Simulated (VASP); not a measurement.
The system is BAs.

```
B As
1.0
     0.00000    2.38850    2.38850
     2.38850    0.00000    2.38850
     2.38850    2.38850    0.00000
B As
1 1
Direct
  0.00000 0.00000 0.00000
  0.25000 0.25000 0.25000
```

| Quantity | Value |
| --- | --- |
| Program | VASP 6.6.1 |
| Task | relaxation of cell and atoms |
| Functional | PBE |
| Potentials or basis | VASP PAW PBE potentials, release 64 (B, As) |
| Cutoff | 600 eV |
| k mesh | 7 × 7 × 7 |
| Occupations | gaussian, width 0.01 eV |
| Spin | no spin polarisation |

At the start: pressure 3.4 GPa; volume 13.63 Å³/atom.

**Question.** How do energy, volume and symmetry change on relaxing?

**Answer.** Over 3 steps the energy falls by 3.6 meV/atom and the volume is 13.97 Å³/atom (+2.5 %); space group F-43m (No. 216, to 0.05 Å).

The path:
```
step  energy change (eV)  largest force (eV/Å)  pressure (GPa)  volume (Å³)
   1              0.0000                0.0000            3.43        27.25
   2             -0.0037                0.0000           -2.20        28.42
   3             -0.0071                0.0000            0.01        27.93
```

Final structure:
```
B As
1.0
     0.00000    2.40819    2.40819
     2.40819    0.00000    2.40819
     2.40819    2.40819    0.00000
B As
1 1
Cartesian
  0.0000 0.0000 0.0000
  1.2041 1.2041 1.2041
```
